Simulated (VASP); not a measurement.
Here is a VASP 6.6.1 calculation.

Contents of POSCAR:

```
GaAs
1.0
    0.0000000000      2.8268500000      2.8268500000
    2.8268500000      0.0000000000      2.8268500000
    2.8268500000      2.8268500000      0.0000000000
As Ga
1 1
Direct
    0.7500000000      0.7500000000      0.7500000000
    0.0000000000      0.0000000000      0.0000000000
```

INCAR.step1

```
PREC = Accurate ; ENCUT = 520
EDIFF = 1E-5 ; ISMEAR = -1
SIGMA = 0.05 ; LREAL = False
LASPH = True ; NELM = 100
ALGO = Normal ; ISIF = 2
LWAVE = True ; LCHARG = False
GGA = PE ; NBANDS = 16
```

File INCAR.step2:

```
PREC = Accurate ; ENCUT = 520
EDIFF = 1E-7 ; ISMEAR = -1
SIGMA = 0.05 ; LREAL = False
LASPH = True ; NELM = 100
ALGO = Normal ; ISIF = 2
LWAVE = False ; LCHARG = False
GGA = PE ; LHFCALC = True
AEXX = 1.0 ; ALDAC = 0.0
AGGAC = 0.0 ; PRECFOCK = Normal
ISTART = 1 ; NBANDS = 16
```

The input KPOINTS:

```
Automatic mesh
0
Gamma
  4 4 4
```

Potentials or basis: VASP PAW PBE potentials, release 64 (As, Ga_d).

The run is started by

```sh
$ cat potpaw_PBE.64/As/POTCAR potpaw_PBE.64/Ga_d/POTCAR > POTCAR
$ cp INCAR.step1 INCAR
$ mpirun -np 1 vasp_std > vasp.out
$ cp INCAR.step2 INCAR
$ mpirun -np 1 vasp_std > vasp.out
```

Task: Predict the pressure.

Result: 3.5 GPa.

Task: Predict the band gap on the k mesh.

Result: 7.49 eV (least direct gap 7.90 eV).

Caveat: the k points lie up to 0.48 Å⁻¹ apart; the PAW data sets were made with another functional, which shifts forces and pressure a little. A k mesh can miss the band edges.
